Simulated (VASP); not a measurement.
TiO2:

```
Ti O
1.0
     4.59220    0.00000    0.00000
     0.00000    4.59220    0.00000
     0.00000    0.00000    2.95740
Ti O
2 4
Direct
  0.00000 0.00000 0.00000
  0.50000 0.50000 0.50000
  0.30496 0.30496 0.00000
  0.19504 0.80496 0.50000
  0.69504 0.69504 0.00000
  0.80496 0.19504 0.50000
```

| Quantity | Value |
| --- | --- |
| Program | VASP 6.6.1 |
| Task | relaxation of cell and atoms |
| Functional | LDA |
| Potentials or basis | VASP PAW LDA potentials, release 64 (Ti_sv, O) |
| Cutoff | 600 eV |
| k mesh | 8 × 8 × 10 |
| Occupations | fermi-dirac, width 0.08 eV |
| Spin | no spin polarisation |

At the start: pressure -7.0 GPa; volume 10.39 Å³/atom.

Q: Where does the relaxation end?

A: Over 12 steps the energy falls by 7.1 meV/atom and the volume is 10.09 Å³/atom (-2.9 %); space group P4_2/mnm (No. 136, to 0.05 Å).

Step by step:
```tsv
step	energy change (eV)	largest force (eV/Å)	pressure (GPa)	volume (Å³)
1	0.0000	0.0013	-7.04	62.37
2	0.0411	0.3943	11.27	58.33
3	-0.0402	0.1498	-0.09	60.66
4	-0.0402	0.1530	0.05	60.62
5	-0.0424	0.0151	0.09	60.53
6	-0.0424	0.0019	0.07	60.52
7	-0.0424	0.0014	0.09	60.52
8	-0.0424	0.0052	-0.09	60.56
9	-0.0424	0.0032	-0.01	60.54
10	-0.0424	0.0030	0.01	60.54
11	-0.0424	0.0031	0.01	60.54
12	-0.0424	0.0005	0.00	60.54
```

Final structure:
```
Ti O
1.0
     4.55208    0.00000    0.00000
     0.00000    4.55208    0.00000
     0.00000    0.00000    2.92177
Ti O
2 4
Cartesian
  0.0000 4.5521 0.0000
  2.2760 2.2760 1.4609
  1.3831 1.3831 2.9218
  0.8929 3.6591 1.4609
  3.1690 3.1690 0.0000
  3.6591 0.8929 1.4609
```
